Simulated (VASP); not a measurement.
# Cu12Cl in VASP: relaxation of the atoms with PBE

Aim: the relaxation of the atoms of Cu12Cl with PBE.

Everything below comes from runs of VASP 6.6.1. Logs are shortened: lines on timing, memory, paths and dates and some standing lists are left out, and cuts for length are marked.

## (1) The cell of the first run

The cell holds a slab with vacuum, 13 atoms: a = 5.132 Å, b = 5.132 Å, c = 19.622 Å, α = 90.00°, β = 90.00°, γ = 120.00°.

## (2) Relaxation of the atoms, PBE

Input file INCAR:

```
SYSTEM = Cu12Cl
  PREC = Accurate
  ENCUT = 520
  EDIFF = 1E-7
  ISMEAR = 0
  SIGMA = 0.1
  LREAL = .FALSE.
  LASPH = .TRUE.
  NELM = 120
  ALGO = Normal
  ISIF = 2
  LWAVE = .FALSE.
  LCHARG = .FALSE.
  LDIPOL = .TRUE.
  IDIPOL = 3
  DIPOL = 0.5 0.5 0.323
  GGA = PE
  IBRION = 2
  NSW = 36
  EDIFFG = -0.025
  GGA_COMPAT = .FALSE.
  NELMIN = 4
  NELMDL = -8
  KPAR = 4
```

Input file KPOINTS:

```
regular mesh
0
G
  6 6 1
  0 0 0
```

Input file POSCAR:

```
Cu12Cl
1.0
    5.1319544695      0.0000000000      0.0000000000
   -2.5659772347      4.4444029416      0.0000000000
    0.0000000000      0.0000000000     19.6215699677
Cu Cl
12 1
Selective dynamics
Direct
    0.3333333333      0.1666666667      0.2038572860  F F F
    0.3333333333      0.6666666667      0.2038572860  F F F
    0.8333333333      0.1666666667      0.2038572860  F F F
    0.8333333333      0.6666666667      0.2038572860  F F F
    0.1666666667      0.3333333333      0.3088787987  F F F
    0.1666666667      0.8333333333      0.3088787987  F F F
    0.6666666667      0.3333333333      0.3088787987  F F F
    0.6666666667      0.8333333333      0.3088787987  F F F
    0.0000000000      0.0000000000      0.4139103028  F F F
    0.0000000000      0.5000000000      0.4139103028  F F F
    0.5000000000      0.0000000000      0.4139103028  F F F
    0.5000000000      0.5000000000      0.4139103028  F F F
    0.1666666667      0.3333333333      0.4987746573  F F T
```

Potentials or basis: VASP PAW PBE potentials, release 64 (Cu, Cl).

Started as:

```console
> cat potpaw_PBE.64/Cu/POTCAR potpaw_PBE.64/Cl/POTCAR > POTCAR
> mpirun -np 4 vasp_std > vasp.out
```

OUTCAR:

```text
SYSTEM = Cu12Cl
   PREC = Accurate
   ENCUT = 520
   EDIFF = 1E-7
   ISMEAR = 0
   LREAL = .FALSE.
   LASPH = .TRUE.
   NELM = 120
   ISIF = 2
   GGA = PE
   IBRION = 2
   NSW = 36
   EDIFFG = -0.025
   NELMIN = 4
   NELMDL = -8

 ion  position               nearest neighbor table
   1  0.333  0.167  0.204-   5 2.54   6 2.54   7 2.54   2 2.57   2 2.57   4 2.57   4 2.57   3 2.57
                             3 2.57
   2  0.333  0.667  0.204-   6 2.54   5 2.54   8 2.54   1 2.57   1 2.57   3 2.57   3 2.57   4 2.57
                             4 2.57
   3  0.833  0.167  0.204-   7 2.54   8 2.54   5 2.54   4 2.57   4 2.57   2 2.57   2 2.57   1 2.57
                             1 2.57
   4  0.833  0.667  0.204-   8 2.54   7 2.54   6 2.54   3 2.57   3 2.57   1 2.57   1 2.57   2 2.57
                             2 2.57
   5  0.167  0.333  0.309-   1 2.54   2 2.54   3 2.54   9 2.54  12 2.54  10 2.54   6 2.57   6 2.57
                             8 2.57   8 2.57   7 2.57   7 2.57
   6  0.167  0.833  0.309-   2 2.54   1 2.54   4 2.54  10 2.54  11 2.54   9 2.54   5 2.57   5 2.57
                             7 2.57   7 2.57   8 2.57   8 2.57
   7  0.667  0.333  0.309-   3 2.54   4 2.54   1 2.54  11 2.54  10 2.54  12 2.54   8 2.57   8 2.57
                             6 2.57   6 2.57   5 2.57   5 2.57
   8  0.667  0.833  0.309-   4 2.54   3 2.54   2 2.54  12 2.54   9 2.54  11 2.54   7 2.57   7 2.57
                             5 2.57   5 2.57   6 2.57   6 2.57
   9  0.000  0.000  0.414-  13 2.23   5 2.54   8 2.54   6 2.54  10 2.57  10 2.57  12 2.57  12 2.57
                            11 2.57  11 2.57
  10  0.000  0.500  0.414-  13 2.23   6 2.54   7 2.54   5 2.54   9 2.57   9 2.57  11 2.57  11 2.57
                            12 2.57  12 2.57
  11  0.500  0.000  0.414-   7 2.54   6 2.54   8 2.54  12 2.57  12 2.57  10 2.57  10 2.57   9 2.57
                             9 2.57
  12  0.500  0.500  0.414-  13 2.23   8 2.54   5 2.54   7 2.54  11 2.57  11 2.57   9 2.57   9 2.57
                            10 2.57  10 2.57
  13  0.167  0.333  0.499-   9 2.23  12 2.23  10 2.23

  LATTYP: Found a hexagonal cell.
 ALAT       =     5.1319544695
 C/A-ratio  =     3.8234107657

  Lattice vectors:

 A1 = (   5.1319544695,   0.0000000000,   0.0000000000)
 A2 = (  -2.5659772347,   4.4444029416,   0.0000000000)
 A3 = (   0.0000000000,   0.0000000000,  19.6215699677)

Analysis of symmetry for initial positions (statically):
=====================================================================
 Subroutine PRICEL returns:
 Original cell was already a primitive cell.

 Routine SETGRP: Setting up the symmetry group for a
 hexagonal supercell.

 Subroutine GETGRP returns: Found  6 space group operations
[... 170 lines left out ...]
 non-spin polarized calculation
 Gauss-broadening in eV      SIGMA  =   0.10
  energy-cutoff  :      520.00
  volume of cell :      447.54
 maximum number of plane-waves:     12109
 NGX is ok and might be reduce to    40
   NGX = 19   NGY = 19   NGZ = 73

--------------------------------------- Ionic step        1  -------------------------------------------

 number of electron     139.0000026 magnetization

 Free energy of the ion-electron system (eV)
  ---------------------------------------------------
  ext. energy  EPLUGINS =         0.00000000
  ---------------------------------------------------
  free energy    TOTEN  =       -44.27400694 eV

  energy without entropy =      -44.21576990  energy(sigma->0) =      -44.24488842

------------------------ aborting loop because EDIFF is reached ----------------------------------------

  FORCE on cell =-STRESS in cart. coord.  units (eV):
  Direction    XX          YY          ZZ          XY          YZ          ZX
  --------------------------------------------------------------------------------------
  -------------------------------------------------------------------------------------
  Total       -0.0709168     -0.0709168      4.2921562     -0.0000000     -0.0000000     -0.0000000
  in kB       -0.2538809     -0.2538809     15.3658337     -0.0000000     -0.0000000     -0.0000000
  external PRESSURE =       4.9526906 kB  Pullay stress =       0.0000000 kB
[... 28 lines left out ...]
  FREE ENERGIE OF THE ION-ELECTRON SYSTEM (eV)
  ---------------------------------------------------
  free  energy   TOTEN  =       -44.2740069428 eV

  energy  without entropy=      -44.2157699032  energy(sigma->0) =      -44.24488842

 dipolmoment           0.000000      0.000000     -0.001867 electrons x Angstroem

--------------------------------------- Ionic step        2  -------------------------------------------

 number of electron     139.0000026 magnetization

------------------------ aborting loop because EDIFF is reached ----------------------------------------
[... 89 lines left out ...]
--------------------------------------- Ionic step        4  -------------------------------------------

 number of electron     139.0000026 magnetization

 dipolmoment           0.000000      0.000000      0.062908 electrons x Angstroem

 Free energy of the ion-electron system (eV)
  ---------------------------------------------------
  ext. energy  EPLUGINS =         0.00000000
  ---------------------------------------------------
  free energy    TOTEN  =       -44.45919261 eV

  energy without entropy =      -44.40656747  energy(sigma->0) =      -44.43288004

 E-fermi :  -0.5791     XC(G=0):  -5.3312

 val. band max:       -0.5833554040   @ k =   0.1667  -0.0000   0.0000
 cond. band min:      -0.5703542294   @ k =   0.5000  -0.0000   0.0000
 fundamental gap:      0.0130011746
 Fermi energy:        -0.5791190563

 k-point     1 :       0.0000    0.0000    0.0000
  band No.  band energies     occupation
      1     -16.3198      2.00000
      2      -9.1562      2.00000
      3      -7.3064      2.00000
      4      -5.9398      2.00000
      5      -5.4250      2.00000
      6      -5.4250      2.00000
[... 577 lines left out ...]
     80       4.8844      0.00000
     81       5.2827      0.00000
 [bands above 81 left out]

------------------------ aborting loop because EDIFF is reached ----------------------------------------

 vacuum level on the upper side and lower side of the slab       (xc-potential included)         0.242        -0.243

  FORCE on cell =-STRESS in cart. coord.  units (eV):
  Direction    XX          YY          ZZ          XY          YZ          ZX
  --------------------------------------------------------------------------------------
  -------------------------------------------------------------------------------------
  Total       -1.6444993     -1.6444993      0.8541965     -0.0000000      0.0000000      0.0000000
  in kB       -5.8872746     -5.8872746      3.0580064     -0.0000000      0.0000000      0.0000000
  external PRESSURE =      -2.9055143 kB  Pullay stress =       0.0000000 kB
[... 28 lines left out ...]
  FREE ENERGIE OF THE ION-ELECTRON SYSTEM (eV)
  ---------------------------------------------------
  free  energy   TOTEN  =       -44.4591926110 eV

  energy  without entropy=      -44.4065674698  energy(sigma->0) =      -44.43288004

 reached required accuracy - stopping structural energy minimisation

 vacuum level on the upper side and lower side of the slab         4.718         4.220
```

OSZICAR:

```text
N       E                     dE             d eps       ncg     rms          rms(c)
DAV:   1     0.131098898528E+04    0.13110E+04   -0.58974E+04  1162   0.201E+03
DAV:   2     0.132424742472E+03   -0.11786E+04   -0.11425E+04  1162   0.441E+02
DAV:   3    -0.364171257326E+02   -0.16884E+03   -0.15926E+03  1425   0.214E+02
[... 91 lines left out ...]
DAV:   8    -0.444591929374E+02   -0.12911E-05   -0.17445E-05  1758   0.810E-02    0.127E-02
DAV:   9    -0.444591916547E+02    0.12827E-05   -0.42087E-06  1606   0.489E-02    0.887E-03
DAV:  10    -0.444591917146E+02   -0.59921E-07   -0.11395E-06  1604   0.924E-03    0.721E-03
DAV:  11    -0.444591918628E+02   -0.14816E-06   -0.17211E-07   746   0.816E-03    0.585E-03
DAV:  12    -0.444591926168E+02   -0.75395E-06   -0.10819E-06  1527   0.207E-02    0.368E-03
DAV:  13    -0.444591926110E+02    0.57480E-08   -0.29275E-07   860   0.145E-02
   4 F= -.44459193E+02 E0= -.44432880E+02  d E =-.185186E+00
```

CONTCAR:

```text
Cu12Cl
   1.00000000000000
     5.1319544695000001    0.0000000000000000    0.0000000000000000
    -2.5659772347000001    4.4444029415999999    0.0000000000000000
     0.0000000000000000    0.0000000000000000   19.6215699677000011
  Cu              Cl
    12     1
Selective dynamics
Direct
[... 16 lines left out ...]
  0.00000000E+00  0.00000000E+00  0.00000000E+00
  0.00000000E+00  0.00000000E+00  0.00000000E+00
  0.00000000E+00  0.00000000E+00  0.00000000E+00
  0.00000000E+00  0.00000000E+00  0.00000000E+00
  0.00000000E+00  0.00000000E+00  0.00000000E+00
  0.00000000E+00  0.00000000E+00  0.00000000E+00
  0.00000000E+00  0.00000000E+00  0.00000000E+00
  0.00000000E+00  0.00000000E+00  0.00000000E+00
  0.00000000E+00  0.00000000E+00  0.00000000E+00
  0.00000000E+00  0.00000000E+00  0.00000000E+00
  0.00000000E+00  0.00000000E+00  0.00000000E+00
```

Run time: 16 min. Hardware: 4 MPI ranks of Intel Xeon Platinum 8375C at 2.90GHz (Ice Lake), shared host; peak memory 0.69 GiB.

Results:

```
Free energy               : -44.4592 eV
Energy gained by relaxing : 14.2 meV/atom
Ionic steps               : 4
Band gap on the k mesh    : zero (an odd number of electrons rules out a gap without spin polarisation)
```

The path:
| step | energy change (eV) | largest force on free atoms (eV/Å) | pressure (GPa) |
| --- | --- | --- | --- |
| 1 | 0.0000 | 1.8784 | 0.50 |
| 2 | -0.1275 | 0.9717 | 0.13 |
| 3 | -0.1847 | 0.0837 | -0.51 |
| 4 | -0.1852 | 0.0105 | -0.29 |

Final structure:
```
CELL_PARAMETERS angstrom
5.13195 0.00000 0.00000
-2.56598 4.44440 0.00000
0.00000 0.00000 19.62157
ATOMIC_POSITIONS crystal
Cu 0.33333 0.16667 0.20386
Cu 0.33333 0.66667 0.20386
Cu 0.83333 0.16667 0.20386
Cu 0.83333 0.66667 0.20386
Cu 0.16667 0.33333 0.30888
Cu 0.16667 0.83333 0.30888
Cu 0.66667 0.33333 0.30888
Cu 0.66667 0.83333 0.30888
Cu 0.00000 0.00000 0.41391
Cu 0.00000 0.50000 0.41391
Cu 0.50000 0.00000 0.41391
Cu 0.50000 0.50000 0.41391
Cl 0.16667 0.33333 0.50986
```

Caveat: an odd number of electrons without spin polarisation forces a metal; a magnetic or distorted state may lie lower. With open d or f shells a metallic result of PBE can be an artefact of self-interaction; +U or a hybrid may open a gap.
